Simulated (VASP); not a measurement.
# BaZrO3 (Pm-3m) in VASP: single point with HSE06

Aim: the single point of BaZrO3 with HSE06.

Program: VASP 6.6.1. These are calculated values, not measurements. Logs are shortened: lines on timing, memory, paths and dates and some standing lists are left out, and cuts for length are marked.

**1. The cell of the first run**

Symmetry: Pm-3m, No. 221, cubic system. The conventional cell has a = 4.205 Å, b = 4.205 Å, c = 4.205 Å, α = 90.00°, β = 90.00°, γ = 90.00°. Within 3.9 Å of Ba (site symmetry m-3m) lie 12 O at 2.97 Å and 8 Zr at 3.64 Å. Zr (site symmetry m-3m) has 6 O at 2.10 Å within 2.8 Å. Within 2.8 Å of O (site symmetry 4/mmm) lie 2 Zr at 2.10 Å.

**2. Single point, HSE06**

Input file POSCAR:

```
BaZrO3
1.0
    4.2053551806      0.0000000000      0.0000000000
    0.0000000000      4.2053551806      0.0000000000
    0.0000000000      0.0000000000      4.2053551806
Ba Zr O
1 1 3
Direct
    0.0000000000      0.0000000000      0.0000000000
    0.5000000000      0.5000000000      0.5000000000
    0.5000000000      0.5000000000      0.0000000000
    0.5000000000      0.0000000000      0.5000000000
    0.0000000000      0.5000000000      0.5000000000
```

Input file INCAR.step1:

```
SYSTEM = BaZrO3
ALGO = Normal ; EDIFF = 1E-5
ENCUT = 520 ; GGA = PE
ISIF = 2 ; ISMEAR = 0
LASPH = .TRUE. ; LCHARG = .FALSE.
LREAL = .FALSE. ; LWAVE = .TRUE.
NBANDS = 28 ; NELM = 60
PREC = Accurate ; SIGMA = 0.01
```

Input file INCAR.step2:

```
SYSTEM = BaZrO3
ALGO = Normal ; EDIFF = 1E-6
ENCUT = 520 ; GGA = PE
HFSCREEN = 0.2079 ; ISIF = 2
ISMEAR = 0 ; ISTART = 1
LASPH = .TRUE. ; LCHARG = .FALSE.
LHFCALC = .TRUE. ; LREAL = .FALSE.
LWAVE = .FALSE. ; NBANDS = 28
NELM = 60 ; PREC = Accurate
PRECFOCK = Fast ; SIGMA = 0.01
```

Input file KPOINTS:

```
k-points
0
G
  4 4 4
  0 0 0
```

Potentials or basis: VASP PAW PBE potentials, release 64 (Ba_sv, Zr_sv, O).

Run with:

```bash
$ cat potpaw_PBE.64/Ba_sv/POTCAR potpaw_PBE.64/Zr_sv/POTCAR potpaw_PBE.64/O/POTCAR > POTCAR
$ cp INCAR.step1 INCAR
$ mpirun -np 1 vasp_std > vasp.out
$ cp INCAR.step2 INCAR
$ mpirun -np 1 vasp_std > vasp.out
```

OUTCAR:

```text
SYSTEM = BaZrO3
   EDIFF = 1E-6
   ENCUT = 520
   GGA = PE
   HFSCREEN = 0.2079
   ISIF = 2
   ISMEAR = 0
   ISTART = 1
   LASPH = .TRUE.
   LHFCALC = .TRUE.
   LREAL = .FALSE.
   NELM = 60
   PREC = Accurate
   PRECFOCK = Fast

 ion  position               nearest neighbor table
   1  0.000  0.000  0.000-   3 2.97   4 2.97   5 2.97   4 2.97   5 2.97   3 2.97   5 2.97   5 2.97
                             3 2.97   4 2.97   4 2.97   3 2.97   2 3.64   2 3.64   2 3.64   2 3.64
   2  0.500  0.500  0.500-   3 2.10   4 2.10   5 2.10   3 2.10   4 2.10   5 2.10   1 3.64   1 3.64
                             1 3.64   1 3.64   1 3.64   1 3.64   1 3.64   1 3.64
   3  0.500  0.500  0.000-   2 2.10   2 2.10   1 2.97   1 2.97   1 2.97   1 2.97
   4  0.500  0.000  0.500-   2 2.10   2 2.10   1 2.97   1 2.97   1 2.97   1 2.97
   5  0.000  0.500  0.500-   2 2.10   2 2.10   1 2.97   1 2.97   1 2.97   1 2.97

  LATTYP: Found a simple cubic cell.
 ALAT       =     4.2053551806

  Lattice vectors:

 A1 = (   4.2053551806,   0.0000000000,   0.0000000000)
 A2 = (   0.0000000000,   4.2053551806,   0.0000000000)
 A3 = (   0.0000000000,   0.0000000000,   4.2053551806)

Analysis of symmetry for initial positions (statically):
=====================================================================
 Subroutine PRICEL returns:
 Original cell was already a primitive cell.

 Routine SETGRP: Setting up the symmetry group for a
 simple cubic supercell.

 Subroutine GETGRP returns: Found 48 space group operations
 (whereof 48 operations were pure point group operations)
 out of a pool of 48 trial point group operations.

The static configuration has the point symmetry O_h .

Analysis of symmetry for dynamics (positions and initial velocities):
=====================================================================
 Subroutine PRICEL returns:
 Original cell was already a primitive cell.

 Routine SETGRP: Setting up the symmetry group for a
 simple cubic supercell.

 Subroutine GETGRP returns: Found 48 space group operations
 (whereof 48 operations were pure point group operations)
 out of a pool of 48 trial point group operations.

The dynamic configuration has the point symmetry O_h .

 Subroutine INISYM returns: Found 48 space group operations
 (whereof 48 operations are pure point group operations),
 and found     1 'primitive' translations

----------------------------------------------------------------------------------------

[... 94 lines left out ...]
   NELECT =      40.0000    total number of electrons
   NUPDOWN=      -1.0000    fix difference up-down
   EMIN   =  10.00;   EMAX   =-10.00  energy-range for DOS
   EFERMI =   0.00;   METHOD = LEGACY
   ISMEAR =     0;   SIGMA  =   0.01  broadening in eV -4-tet -1-fermi 0-gaus
   EFERMI_NEDOS =   21; number of points for ismear=-14 and -15
   IALGO  =     38    algorithm
   IMIX   =      1    mixing-type and parameters
     AMIX     =   0.40;   BMIX     =  1.00
     AMIX_MAG =   1.60;   BMIX_MAG =  1.00
  volume/ion in A,a.u.               =      14.87       100.38
  Fermi-wavevector in a.u.,A,eV,Ry     =   1.331350  2.515886 24.116218  1.772492
  Thomas-Fermi vector in A             =   2.460367
   LORBIT       =      0    0 simple, 1 ext, 2 COOP (PROOUT), +10 PAW based schemes
   GGA     = PE    functional components
   LHFCALC =     T    Hartree Fock is set to
   PRECFOCK=fast      Normal, Fast or Accurate (Low or Medium for compatibility)
   ENCUT4O =  -1.0   cutoff for four orbital integrals eV
   NKREDX  =     1    reduce k-point grid by
   NKREDY  =     1    reduce k-point grid by
   NKREDZ  =     1    reduce k-point grid by
   AEXX    =    0.2500 exact exchange contribution
   HFSCREEN=    0.2079 screening length (either q_TF or 0.3 A-1)
   HFSCREENC=   0.2079 screening length for correlation (either q_TF or 0.3 A-1)
   ENCUTFOCK=  -1.0 apply spherical cutoff to Coloumb kernel
   IVDW    =     0    specifies the selected vdW correction
   LEPSILON=     F    determine dielectric tensor
   LRPA    =     F    only Hartree local field effects (RPA)
 non-spin polarized calculation
 Gauss-broadening in eV      SIGMA  =   0.01
  energy-cutoff  :      520.00
  volume of cell :       74.37
 maximum number of plane-waves:      2016
 NGX is ok and might be reduce to    32
  NGX = 18; NGY = 18; NGZ = 18

 number of electron      39.9999994 magnetization

 Free energy of the ion-electron system (eV)
  ---------------------------------------------------
  ext. energy  EPLUGINS =         0.00000000
  ---------------------------------------------------
  free energy    TOTEN  =       -49.81256703 eV

  energy without entropy =      -49.81256703  energy(sigma->0) =      -49.81256703

 E-fermi :   2.7891     XC(G=0):  -8.8251

 val. band max:        2.6842601100   @ k =   0.5000   0.5000   0.5000
 cond. band min:       7.3261952473   @ k =   0.0000   0.0000   0.0000
 fundamental gap:      4.6419351373
 Fermi energy:         2.7891133968

 k-point     1 :       0.0000    0.0000    0.0000
  band No.  band energies     occupation
      1     -47.2778      2.00000
      2     -24.0478      2.00000
      3     -24.0478      2.00000
      4     -24.0478      2.00000
      5     -24.0251      2.00000
      6     -15.2649      2.00000
[... 299 lines left out ...]
     27      13.5184      0.00000
     28      13.5184      0.00000

------------------------ aborting loop because EDIFF is reached ----------------------------------------

  FORCE on cell =-STRESS in cart. coord.  units (eV):
  Direction    XX          YY          ZZ          XY          YZ          ZX
  --------------------------------------------------------------------------------------
  -------------------------------------------------------------------------------------
  Total       -0.2394517     -0.2394517     -0.2394517     -0.0000000      0.0000000     -0.0000000
  in kB       -5.1584638     -5.1584638     -5.1584638     -0.0000000      0.0000000     -0.0000000
  external PRESSURE =      -5.1584638 kB  Pullay stress =       0.0000000 kB

 VOLUME and BASIS-vectors are now :
 -----------------------------------------------------------------------------
  energy-cutoff  :      520.00
  volume of cell :       74.37
      direct lattice vectors                 reciprocal lattice vectors
     4.205355181  0.000000000  0.000000000     0.237792043  0.000000000  0.000000000
     0.000000000  4.205355181  0.000000000     0.000000000  0.237792043  0.000000000
     0.000000000  0.000000000  4.205355181     0.000000000  0.000000000  0.237792043

 POSITION                                       TOTAL-FORCE (eV/Angst)
 -----------------------------------------------------------------------------------
      0.00000      0.00000      0.00000         0.000000      0.000000      0.000000
      2.10268      2.10268      2.10268         0.000000      0.000000      0.000000
      2.10268      2.10268      0.00000         0.000000      0.000000      0.000000
      2.10268      0.00000      2.10268         0.000000      0.000000      0.000000
      0.00000      2.10268      2.10268         0.000000      0.000000      0.000000
 -----------------------------------------------------------------------------------
    total drift:                               -0.000000     -0.000000     -0.000000

  FREE ENERGIE OF THE ION-ELECTRON SYSTEM (eV)
  ---------------------------------------------------
  free  energy   TOTEN  =       -49.8125670329 eV

  energy  without entropy=      -49.8125670329  energy(sigma->0) =      -49.81256703
```

Run time: 28 min. Hardware: 1 thread of Oxide Virtual Turin-like, shared host; peak memory 0.27 GiB.

Results:

| Quantity | Value |
| --- | --- |
| Free energy | -49.8126 eV |
| Pressure | -0.5 GPa |
| Band gap on the k mesh | 4.64 eV (least direct gap 4.94 eV) |

Levels at points of the mesh, in eV from the valence-band top:
| k point | band 17 | band 18 | band 19 | band 20 | band 21 | band 22 | band 23 | band 24 |
| --- | --- | --- | --- | --- | --- | --- | --- | --- |
| (0.00, 0.00, 0.00) | -1.05 | -0.30 | -0.30 | -0.30 | 4.64 | 4.64 | 4.64 | 6.12 |
| (0.50, 0.00, 0.00) | -1.81 | -1.73 | -0.58 | -0.58 | 5.12 | 7.33 | 7.33 | 7.98 |
| (0.50, 0.50, 0.00) | -1.00 | -1.00 | -0.99 | -0.07 | 7.28 | 7.28 | 8.06 | 8.11 |
| (0.50, 0.50, 0.50) | -2.68 | 0.00 | 0.00 | 0.00 | 7.49 | 7.49 | 7.49 | 8.75 |

Caveat: the PAW data sets were made with another functional, which shifts forces and pressure a little; spin-orbit coupling is left out, which moves the levels of the heavy elements. A k mesh can miss the band edges.
